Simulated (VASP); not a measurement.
# Nb (Fm-3m) in VASP: notebook

Nb is run at these levels: LDA; tasks: electric field gradients.

Program: VASP 6.6.1. These are calculated values, not measurements. Logs are shortened: lines on timing, memory, paths and dates and some standing lists are left out, and cuts for length are marked.

### 1 The cell of the first run

The structure is cubic, space group Fm-3m (No. 225). The conventional cell has a = 4.216 Å, b = 4.216 Å, c = 4.216 Å, α = 90.00°, β = 90.00°, γ = 90.00°. Within 3.9 Å of Nb (site symmetry m-3m) lie 12 Nb at 2.98 Å.

### 2 Electric field gradients, LDA (volume scaled by 0.99)

INCAR reads:

```
SYSTEM = Nb
PREC     = Accurate       ! precision mode
ENCUT    = 520            ! plane-wave cutoff, eV
EDIFF    = 1E-8           ! SCF threshold, eV
ISMEAR   = -1             ! smearing method
SIGMA    = 0.03           ! smearing width, eV
LREAL    = .False.        ! projectors in reciprocal space
LASPH    = .True.         ! aspherical terms in the spheres
NELM     = 100            ! most SCF steps
ALGO     = Normal         ! electronic algorithm
ISIF     = 2              ! what is computed and relaxed
LWAVE    = .False.        ! write WAVECAR
LCHARG   = .False.        ! write CHGCAR
GGA      = CA             ! functional
LEFG     = .True.       
NBANDS   = 12             ! bands
```

KPOINTS reads:

```
Automatic mesh
0
Gamma
  13 13 13
  0 0 0
```

POSCAR reads:

```
Nb
1.0
    0.0000000000      2.1079263686      2.1079263686
    2.1079263686      0.0000000000      2.1079263686
    2.1079263686      2.1079263686      0.0000000000
Nb
1
Direct
    0.0000000000      0.0000000000      0.0000000000
```

Potentials or basis: VASP PAW LDA potentials, release 64 (Nb_sv).

The run is started by

```console
$ cat potpaw_LDA.64/Nb_sv/POTCAR > POTCAR
$ mpirun -np 1 vasp_std > vasp.out
```

OUTCAR:

```text
SYSTEM = Nb
   PREC = Accurate
   ENCUT = 520
   EDIFF = 1E-8
   ISMEAR = -1
   LREAL = .False.
   LASPH = .True.
   NELM = 100
   ISIF = 2
   GGA = CA

 ion  position               nearest neighbor table
   1  0.000  0.000  0.000-

  LATTYP: Found a face centered cubic cell.
 ALAT       =     4.2158527372

  Lattice vectors:

 A1 = (   0.0000000000,   2.1079263686,   2.1079263686)
 A2 = (   2.1079263686,   0.0000000000,   2.1079263686)
 A3 = (   2.1079263686,   2.1079263686,   0.0000000000)

Analysis of symmetry for initial positions (statically):
=====================================================================
 Subroutine PRICEL returns:
 Original cell was already a primitive cell.

 Routine SETGRP: Setting up the symmetry group for a
 face centered cubic supercell.

 Subroutine GETGRP returns: Found 48 space group operations
 (whereof 48 operations were pure point group operations)
 out of a pool of 48 trial point group operations.

The static configuration has the point symmetry O_h .

Analysis of symmetry for dynamics (positions and initial velocities):
=====================================================================
 Subroutine PRICEL returns:
 Original cell was already a primitive cell.

 Routine SETGRP: Setting up the symmetry group for a
 face centered cubic supercell.

 Subroutine GETGRP returns: Found 48 space group operations
 (whereof 48 operations were pure point group operations)
 out of a pool of 48 trial point group operations.

The dynamic configuration has the point symmetry O_h .

 Subroutine INISYM returns: Found 48 space group operations
 (whereof 48 operations are pure point group operations),
 and found     1 'primitive' translations

----------------------------------------------------------------------------------------

                                     Primitive cell

  volume of cell :      18.7325

  direct lattice vectors                    reciprocal lattice vectors
     0.000000000  2.107926369  2.107926369    -0.237199936  0.237199936  0.237199936
     2.107926369  0.000000000  2.107926369     0.237199936 -0.237199936  0.237199936
     2.107926369  2.107926369  0.000000000     0.237199936  0.237199936 -0.237199936

  length of vectors
[... 121 lines left out ...]
  ---------------------------------------------------
  ext. energy  EPLUGINS =         0.00000000
  ---------------------------------------------------
  free energy    TOTEN  =       -10.86104175 eV

  energy without entropy =      -10.85594942  energy(sigma->0) =      -10.85849559

 E-fermi :  10.7691     XC(G=0): -12.5178

 val. band max:       10.7515447566   @ k =  -0.4615   0.2308   0.0000
 cond. band min:      10.7732637213   @ k =   0.3846   0.2308   0.0000
 fundamental gap:      0.0217189647
 Fermi energy:        10.7690984238

 k-point     1 :       0.0000    0.0000    0.0000
  band No.  band energies     occupation
      1     -43.6904      2.00000
      2     -19.2287      2.00000
      3     -19.2287      2.00000
      4     -19.2287      2.00000
      5       4.5909      2.00000
      6      10.8752      0.05662
      7      10.8752      0.05662
      8      10.8752      0.05662
      9      13.4531      0.00000
     10      13.4531      0.00000
     11      22.6756      0.00000
     12      27.3878      0.00000
[... 331 lines left out ...]
 k-point    24 :       0.4615    0.1538    0.0000
  band No.  band energies     occupation
      1     -43.4858      2.00000
      2     -20.2910      2.00000
      3     -19.5232      2.00000
      4     -19.4499      2.00000
      5       7.5866      2.00000
      6       9.7716      2.00000
      7      10.7817      0.79348
      8      11.5069      0.00000
      9      15.5288      0.00000
     10      15.9650      0.00000
     11      21.5486      0.00000
     12      24.3727      0.00000

 [... further k-points ...]
[... 5 lines left out ...]
  --------------------------------------------------------------------------------------
  -------------------------------------------------------------------------------------
  Total       -1.0431343     -1.0431343     -1.0431343      0.0000000     -0.0000000      0.0000000
  in kB      -89.2184149    -89.2184149    -89.2184149      0.0000000     -0.0000000      0.0000000
  external PRESSURE =     -89.2184149 kB  Pullay stress =       0.0000000 kB

 VOLUME and BASIS-vectors are now :
 -----------------------------------------------------------------------------
  energy-cutoff  :      520.00
  volume of cell :       18.73
      direct lattice vectors                 reciprocal lattice vectors
     0.000000000  2.107926369  2.107926369    -0.237199936  0.237199936  0.237199936
     2.107926369  0.000000000  2.107926369     0.237199936 -0.237199936  0.237199936
     2.107926369  2.107926369  0.000000000     0.237199936  0.237199936 -0.237199936

 POSITION                                       TOTAL-FORCE (eV/Angst)
 -----------------------------------------------------------------------------------
      0.00000      0.00000      0.00000         0.000000     -0.000000     -0.000000
 -----------------------------------------------------------------------------------
    total drift:                               -0.000000     -0.000000      0.000000

  FREE ENERGIE OF THE ION-ELECTRON SYSTEM (eV)
  ---------------------------------------------------
  free  energy   TOTEN  =       -10.8610417547 eV

  energy  without entropy=      -10.8559494182  energy(sigma->0) =      -10.85849559

 Electric field gradients (V/A^2)
---------------------------------------------------------------------
 ion       V_xx      V_yy      V_zz      V_xy      V_xz      V_yz
---------------------------------------------------------------------
   1      -0.000     0.000     0.000    -0.000    -0.000    -0.000
---------------------------------------------------------------------

 Electric field gradients after diagonalization (V/A^2)
 (convention: |V_zz| > |V_xx| > |V_yy|)
----------------------------------------------------------------------
 ion       V_xx      V_yy      V_zz     asymmetry (V_yy - V_xx)/ V_zz
----------------------------------------------------------------------
   1       0.000     0.000    -0.000       0.000
----------------------------------------------------------------------

           NMR quadrupolar parameters

 Cq : quadrupolar parameter    Cq=e*Q*V_zz/h
 eta: asymmetry parameters     (V_yy - V_xx)/ V_zz
 Q  : nuclear electric quadrupole moment in mb (millibarn)
----------------------------------------------------------------------
 ion       Cq(MHz)       eta       Q (mb)
----------------------------------------------------------------------
   1      -0.000       0.000       1.000
----------------------------------------------------------------------
```

Wall time 32 s (1 thread of Intel Xeon 8259CL, shared host); peak memory 0.14 GiB.

Results:

| Item | Value |
| --- | --- |
| Free energy | -10.8610 eV |
| Pressure | -8.9 GPa |

Caveat: without QUAD_EFG the Cq values of the log hold for a quadrupole moment of 1 mb, not for the nuclei.

[end of part 1 of 2]
